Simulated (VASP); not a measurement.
Write the native input for VASP 6.6.1 that does the following.

```yaml
Task: single point
Functional: PBEsol
Potentials_or_basis: VASP PAW PBE potentials, release 64 (Al, Ga_d, N)
Cutoff: 520 eV
k_mesh: 6 × 8 × 6
Occupations: gaussian, width 0.05 eV
Spin: no spin polarisation
Dipole_correction: no
Further_INCAR_settings: ALGO = Normal; EDIFF = 1e-06; NBANDS = 41
```

The structure of AlGa3N4 lies in POSCAR:

```
AlGa3N4
1.0
    5.0652159314      0.0000000000      0.0001178576
    0.0000000000      3.1175100286      0.0000000000
   -0.0035319045      0.0000000000      5.3141393136
Al Ga N
1 3 4
Direct
    0.0006034227      0.5000000000      0.6673576245
    0.4991167030      0.5000000000      0.3349195796
    0.4990273845      0.0000000000      0.8315570005
    0.9998617813      0.0000000000      0.1661805284
    0.1196687538      0.5000000000      0.3400974154
    0.1176459792      0.0000000000      0.8263760592
    0.6204436392      0.0000000000      0.1662162869
    0.6312323464      0.5000000000      0.6672965055
```

This cell differs from its parent crystal: strain -0.015 along x and y, -0.030 along z.

The input as run:

INCAR

```
SYSTEM = AlGa3N4
PREC = Accurate ; ENCUT = 520
EDIFF = 1E-6 ; ISMEAR = 0
SIGMA = 0.05 ; LREAL = .FALSE.
LASPH = .TRUE. ; NELM = 60
ALGO = Normal ; ISIF = 2
LWAVE = .FALSE. ; LCHARG = .TRUE.
GGA = PS ; LELF = .TRUE.
LVHAR = .TRUE. ; NBANDS = 41
```

KPOINTS

```
Automatic mesh
0
G
  6 8 6
  0 0 0
```

Potentials or basis: VASP PAW PBE potentials, release 64 (Al, Ga_d, N).

Launch:

```console
$ cat potpaw_PBE.64/Al/POTCAR potpaw_PBE.64/Ga_d/POTCAR potpaw_PBE.64/N/POTCAR > POTCAR
$ mpirun -np 1 vasp_std > vasp.out
```

Results of the run:

```
Pressure               : 13.1 GPa
Largest force          : 0.247 eV/Å
Band gap on the k mesh : 2.77 eV
```

Caveat: the cell differs from its parent crystal (strain -0.015 along x and y, -0.030 along z); the stress differs along the axes, from 11 to 17 GPa; the PAW data sets were made with another functional, which shifts forces and pressure a little.

It took 3.5 min on 1 thread of Intel(R) Xeon(R) Platinum 8488C (Sapphire Rapids), on a shared host, peak memory 0.38 GiB.
